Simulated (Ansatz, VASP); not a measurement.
**SrB in VASP and in Ansatz**

INCAR

```
  PREC = Accurate
  ENCUT = 520
  EDIFF = 1E-7
  ISMEAR = 0
  SIGMA = 0.1
  LREAL = F
  LASPH = T
  NELM = 100
  ALGO = Normal
  ISIF = 2
  LWAVE = F
  LCHARG = F
  GGA = PE
  NBANDS = 14
```

File KPOINTS:

```
regular mesh
0
Gamma
  6 6 4
```

POSCAR

```
SrB
1.0
    1.8726797000     -2.6218401100      0.0000000000
    1.8726797000      2.6218401100      0.0000000000
    0.0000000000      0.0000000000      5.1719471900
Sr B
1 1
Direct
    0.5000000000      0.5000000000      0.5000000000
    0.0000000000      0.0000000000      0.0000000000
```

Input for Ansatz:

```yaml
crystal:
  lattice:
    - [1.8726797, -2.62184011, 0.0]
    - [1.8726797, 2.62184011, 0.0]
    - [0.0, 0.0, 5.17194719]
  atoms:
    - { symbol: Sr, position: [0.5, 0.5, 0.5] }
    - { symbol: B, position: [0.0, 0.0, 0.0] }
basis:
  ecutwfc: 420
kpoints:
  mp_grid: { grid: [6, 6, 4] }
hamiltonian:
  xc: pbe
scf:
  occupations: { method: gaussian, width: 0.1 }
  lower_state_search: "off"
output:
  forces: true
  stress: true
  eigenvalues: true
```

Change from the starting cell: species swapped into the CsRb type (Cmmm, No. 65).

Alike in both runs: task single point; functional PBE; k mesh 6 × 6 × 4; occupations gaussian, width 0.1 eV; no spin polarisation.

|  | VASP | Ansatz |
| --- | --- | --- |
| version | VASP 6.6.1 | Ansatz 0.2.0 |
| potentials or method | VASP PAW PBE potentials, release 64 (Sr_sv, B), cutoff 520 eV | scalar-relativistic, plane waves, PAW |
| valence electrons in the cell | 13 | 13 |

```csv
,VASP,Ansatz,Ansatz less VASP
gap on the k mesh at the Fermi level (eV),none,none,-
pressure (GPa),-3.4,-3.5,-0.12
"traceless stress, the component that is largest in VASP (GPa)",-15.64,-15.62,+0.021
```

A gap of «none» marks a metal or a gap that the smearing closes. With one functional, cell and mesh, what is left measures potentials, basis and numerics.
